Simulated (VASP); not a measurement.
Input of a VASP 6.6.1 run:

File INCAR:

```
PREC = Accurate
ENCUT = 520
EDIFF = 1E-6
ISMEAR = 0
SIGMA = 0.1
LREAL = F
LASPH = T
NELM = 100
ALGO = Normal
ISIF = 2
LWAVE = F
LCHARG = F
GGA = PE
NBANDS = 21
```

Contents of KPOINTS:

```
Automatic mesh
0
Gamma
  12 12 12
```

File POSCAR:

```
Ge
1.0
    0.0000000000      2.8658185511      2.8658185511
    2.8658185511      0.0000000000      2.8658185511
    2.8658185511      2.8658185511      0.0000000000
Ge
2
Direct
    0.5000000000      0.5000000000      0.5000000000
    0.7500000000      0.7500000000      0.7500000000
```

Potentials or basis: VASP PAW PBE potentials, release 64 (Ge_d).

Launch:

```console
$ cat potpaw_PBE.64/Ge_d/POTCAR > POTCAR
$ mpirun -np 1 vasp_std > vasp.out
```

Q: What does it give for the band gap on the k mesh?

A: Zero (filled and empty bands touch).

Q: What does it give for the pressure?

A: 0.8 GPa.
